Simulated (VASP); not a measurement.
CClO, 6 atoms in the cell. The structure is orthorhombic, space group Pmmn (No. 59). Conventional cell: a = 3.432 Å, b = 3.442 Å, c = 7.293 Å, α = 90.00°, β = 90.00°, γ = 90.00°. C (site symmetry mm2) has 4 O at 1.72 to 1.96 Å within 2.3 Å. O (site symmetry mm2) has 4 C at 1.72 to 1.96 Å within 2.3 Å. Within 3.3 Å of Cl (site symmetry mm2) lie 4 C at 2.40 to 3.20 Å and 5 O at 2.63 to 3.00 Å. 

* Program: VASP 6.6.1
* Task: single point
* Functional: PBE
* Potentials or basis: VASP PAW PBE potentials, release 64 (C, O, Cl)
* Cutoff: 520 eV
* k mesh: 5 × 5 × 3
* Occupations: fermi-dirac, width 0.1 eV
* Spin: no spin polarisation
* Dipole correction: no
* Further INCAR settings: ALGO = Normal; EDIFF = 1e-06; NBANDS = 26

Potentials or basis: VASP PAW PBE potentials, release 64 (C, O, Cl).

The run is started by

```console
$ cat potpaw_PBE.64/C/POTCAR potpaw_PBE.64/O/POTCAR potpaw_PBE.64/Cl/POTCAR > POTCAR
$ mpirun -np 1 vasp_std > vasp.out
```

Hardware: 1 thread of Intel(R) Xeon(R) Platinum 8259CL CPU @ 2.50GHz (Skylake/Cascade Lake), with other jobs on the host.

Question: How long does it take, and how much memory?

Answer: Run time: 40 s on 1 thread of Intel(R) Xeon(R) Platinum 8259CL CPU @ 2.50GHz (Skylake/Cascade Lake) (shared host), peak memory 0.2 GiB. Counts: scf iterations 15, k points 18.
